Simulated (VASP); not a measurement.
Mg2SO:

```
O Mg S
1.0
     3.68594    0.00000    0.00000
     0.00000    3.68594    0.00000
     0.00000    0.00000    4.98459
O Mg S
1 2 1
Cartesian
  0.0000 0.0000 0.0000
  0.0000 1.8430 4.0308
  1.8430 0.0000 0.9538
  1.8430 1.8430 2.4923
```

```yaml
Program: VASP 6.6.1
Task: relaxation of cell and atoms
Functional: r2SCAN
Potentials_or_basis: VASP PAW PBE potentials, release 64 (O, Mg, S)
Cutoff: 600 eV
k_mesh: 6 × 6 × 6
Occupations: fermi-dirac, width 0.02 eV
Spin: no spin polarisation
```

At the start: pressure -2.4 GPa; volume 16.93 Å³/atom.

Question: How do energy, volume and symmetry change on relaxing?

Answer: Over 15 steps the energy falls by 4.1 meV/atom and the volume is 16.40 Å³/atom (-3.1 %); space group P-4m2 (No. 115, to 0.05 Å).

The path:
```csv
step,energy change (eV),largest force (eV/Å),pressure (GPa),volume (Å³)
1,0.0000,0.0090,-2.43,67.72
2,-0.0145,0.0766,0.68,65.23
3,-0.0155,0.0631,0.02,65.73
4,-0.0155,0.0618,-0.03,65.77
5,-0.0158,0.0293,-0.04,65.75
6,-0.0159,0.0055,-0.04,65.73
7,-0.0160,0.0044,0.01,65.67
8,-0.0162,0.0003,0.18,65.51
9,-0.0163,0.0009,0.14,65.54
10,-0.0164,0.0039,-0.01,65.63
11,-0.0164,0.0045,-0.07,65.67
12,-0.0164,0.0054,-0.11,65.69
13,-0.0164,0.0052,-0.09,65.67
14,-0.0164,0.0051,-0.09,65.67
15,-0.0165,0.0049,0.00,65.61
```

Final structure:
```xyz
4
Lattice="3.6638 0.0000 0.0000 0.0000 3.6638 0.0000 0.0000 0.0000 4.8881" Properties=species:S:1:pos:R:3 pbc="T T T"
O     0.0000    0.0000    0.0000
Mg    0.0000    1.8319    3.9643
Mg    1.8319    0.0000    0.9238
S     1.8319    1.8319    2.4440
```

Caveat: the PAW data sets were made with another functional, which shifts forces and pressure a little.
